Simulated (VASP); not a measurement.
A run of VASP 6.6.1:

The input INCAR:

```
SYSTEM = Pt
  PREC = Accurate
  ENCUT = 520
  EDIFF = 1E-7
  ISMEAR = 0
  SIGMA = 0.01
  LREAL = .FALSE.
  LASPH = .TRUE.
  NELM = 60
  ALGO = Normal
  ISIF = 2
  LWAVE = .FALSE.
  LCHARG = .FALSE.
  NBANDS = 11
```

File KPOINTS:

```
Automatic mesh
0
G
  14 14 14
  0 0 0
```

File POSCAR:

```
Pt
1.0
    0.0000000000      1.9474302061      1.9474302061
    1.9474302061      0.0000000000      1.9474302061
    1.9474302061      1.9474302061      0.0000000000
Pt
1
Direct
    0.0000000000      0.0000000000      0.0000000000
```

Potentials or basis: VASP PAW LDA potentials, release 64 (Pt).

Command:

```console
$ cat potpaw_LDA.64/Pt/POTCAR > POTCAR
$ mpirun -np 1 vasp_std > vasp.out
```

Hardware: 1 thread of Intel Xeon 8259CL, on a shared host.

How long does it take, and how much memory?

It took 22 s on 1 thread of Intel Xeon 8259CL, on a shared host, peak memory 0.13 GiB. Counts: scf iterations 11, k points 104.
